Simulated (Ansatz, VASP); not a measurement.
**Sr2SO: VASP beside Ansatz**

INCAR

```
SYSTEM = Sr2SO
PREC = Accurate
ENCUT = 520
EDIFF = 1E-7
ISMEAR = -1
SIGMA = 0.05
LREAL = .FALSE.
LASPH = .TRUE.
NELM = 80
ALGO = Normal
ISIF = 2
LWAVE = .FALSE.
LCHARG = .TRUE.
GGA = PS
LELF = .TRUE.
LVHAR = .TRUE.
NBANDS = 24
```

Contents of KPOINTS:

```
regular mesh
0
G
  5 5 4
  0 0 0
```

The input POSCAR:

```
Sr2SO
1.0
    4.0432370000      0.0000000000      0.0000000000
    0.0000000000      4.0432370000      0.0000000000
    0.0000000000      0.0000000000      5.7180000000
Sr S O
2 1 1
Direct
    0.5000000000      0.5000000000      0.5000000000
    0.0000000000      0.0000000000      0.0000000000
    0.0000000000      0.0000000000      0.5000000000
    0.5000000000      0.5000000000      0.0000000000
```

Contents of input.yaml:

```yaml
crystal:
  lattice:
    - [4.043237, 0.0, 0.0]
    - [0.0, 4.043237, 0.0]
    - [0.0, 0.0, 5.718]
  atoms:
    - { symbol: Sr, position: [0.5, 0.5, 0.5] }
    - { symbol: Sr, position: [0.0, 0.0, 0.0] }
    - { symbol: S, position: [0.0, 0.0, 0.5] }
    - { symbol: O, position: [0.5, 0.5, 0.0] }
hamiltonian:
  xc: pbesol
  pseudopotentials: { kind: paw }
kpoints:
  mp_grid: { grid: [5, 5, 4] }
  band_path:
    path:
      - [[0.0, 0.0, 0.0], [0.0, 0.5, 0.0], [0.5, 0.5, 0.0], [0.0, 0.0, 0.0], [0.0, 0.0, 0.5], [0.0, 0.5, 0.5], [0.5, 0.5, 0.5], [0.0, 0.0, 0.5]]
      - [[0.0, 0.5, 0.0], [0.0, 0.5, 0.5]]
      - [[0.5, 0.5, 0.0], [0.5, 0.5, 0.5]]
    npoints: 14
scf:
  occupations: { method: fermi_dirac, width: 0.05 }
  n_extra_bands: 10
output:
  forces: true
  stress: true
  eigenvalues: true
  fatbands: true
```

Alike in both runs: functional PBEsol; k mesh 5 × 5 × 4; occupations fermi-dirac, width 0.05 eV; no spin polarisation.

```csv
,VASP,Ansatz
version,VASP 6.6.1,Ansatz 0.2.0
potentials or method,"VASP PAW PBE potentials, release 64 (Sr_sv, S, O)",Ansatz PAW
plane-wave cutoff (eV),520,420
valence electrons in the cell,32,32
task,single point,band structure
```

|  | VASP | Ansatz | Ansatz less VASP |
| --- | --- | --- | --- |
| gap on the k mesh at the Fermi level (eV) | 2.12 | 2.14 | +0.020 |
| least direct gap on the mesh (eV) | 2.12 | 2.14 | +0.020 |
| pressure (GPa) | -2.4 | -2.7 | -0.25 |
| traceless stress, the component that is largest in VASP (GPa) | 0.08 | 0.08 | -0.001 |

VASP's potentials were made for PBE, not for PBEsol.
